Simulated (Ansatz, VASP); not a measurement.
Cd3Cl2: VASP beside Ansatz

Contents of INCAR:

```
SYSTEM = Cd3Cl2
ALGO     = Normal         ! electronic algorithm
EDIFF    = 1E-7           ! SCF threshold, eV
EDIFFG   = -0.025         ! ionic threshold
ENCUT    = 600            ! plane-wave cutoff, eV
GGA      = PE             ! functional
IBRION   = 2              ! ionic algorithm
ISIF     = 3              ! what is computed and relaxed
ISMEAR   = 0              ! smearing method
LASPH    = .True.         ! aspherical terms in the spheres
LCHARG   = .False.        ! write CHGCAR
LREAL    = .False.        ! projectors in reciprocal space
LWAVE    = .False.        ! write WAVECAR
NELM     = 100            ! most SCF steps
NSW      = 80             ! ionic steps
PREC     = Accurate       ! precision mode
SIGMA    = 0.1            ! smearing width, eV
```

KPOINTS

```
k-points
0
Gamma
  2 2 2
  0 0 0
```

POSCAR

```
Cd3Cl2
1.0
    0.0542822219      5.4065059824      5.3389346636
    5.2575462813     -0.0088977110      5.4021145965
    5.2725450019      5.4846846359     -0.0238964315
Cd Cl
6 4
Direct
    0.9311933289      0.5705809711      0.5454472035
    0.5463176989      0.9346308598      0.9581152527
    0.5445598314      0.5469964600      0.9654877709
    0.9538029215      0.9518159377      0.5371872886
    0.9536623181      0.5303788426      0.9497402058
    0.5305678309      0.9730772917      0.5655681088
    0.1355423539      0.6137631731      0.1143214159
    0.1268587831      0.1414780458      0.1336711022
    0.6299041812      0.1208609796      0.1300999864
    0.1475907521      0.1164174387      0.6003616653
```

Input for Ansatz:

```yaml
crystal:
  lattice:
    - [0.0542822219, 5.4065059824, 5.3389346636]
    - [5.2575462813, -0.008897711, 5.4021145965]
    - [5.2725450019, 5.4846846359, -0.0238964315]
  atoms:
    - { symbol: Cd, position: [0.9311933289, 0.5705809711, 0.5454472035] }
    - { symbol: Cd, position: [0.5463176989, 0.9346308598, 0.9581152527] }
    - { symbol: Cd, position: [0.5445598314, 0.54699646, 0.9654877709] }
    - { symbol: Cd, position: [0.9538029215, 0.9518159377, 0.5371872886] }
    - { symbol: Cd, position: [0.9536623181, 0.5303788426, 0.9497402058] }
    - { symbol: Cd, position: [0.5305678309, 0.9730772917, 0.5655681088] }
    - { symbol: Cl, position: [0.1355423539, 0.6137631731, 0.1143214159] }
    - { symbol: Cl, position: [0.1268587831, 0.1414780458, 0.1336711022] }
    - { symbol: Cl, position: [0.6299041812, 0.1208609796, 0.1300999864] }
    - { symbol: Cl, position: [0.1475907521, 0.1164174387, 0.6003616653] }
basis:
  ecutwfc: 420
kpoints:
  mp_grid: { grid: [2, 2, 2] }
hamiltonian:
  xc: pbe
scf:
  occupations: { method: gaussian, width: 0.1 }
  lower_state_search: "off"
output:
  forces: true
  stress: true
  eigenvalues: true
relax:
  adjacent_minimum: "off"
  f_tol: 0.025
  max_steps: 60
  cell: { stress_tol: 0.25 }
```

Change from the starting cell: cell x1, atoms moved at random (sigma 0.1 Å) and cell strained at random (1.5 %), then relaxed without symmetry.

Alike in both runs: task relaxation of cell and atoms; functional PBE; k mesh 2 × 2 × 2; occupations gaussian, width 0.1 eV; no spin polarisation.

|  | VASP | Ansatz |
| --- | --- | --- |
| version | VASP 6.6.1 | Ansatz 0.2.0 |
| potentials or method | VASP PAW PBE potentials, release 64 (Cd, Cl), cutoff 600 eV | scalar-relativistic, plane waves, PAW |
| valence electrons in the cell | 100 | 148 |

```tsv
	VASP	Ansatz	Ansatz less VASP
gap on the k mesh at the Fermi level, each at its own relaxed structure (eV)	1.42	1.43	+0.011
relaxed volume (Å³/atom)	32.15	32.06	-0.092
relaxed length of the cell vector where the two differ most in proportion (Å)	7.685	7.681	-0.0037
```

VASP's potentials hold 100 valence electrons a cell and Ansatz's 148, so a difference there can come from the potentials and not from the codes.

The k mesh is coarse, so the values compare programs but aren't converged.
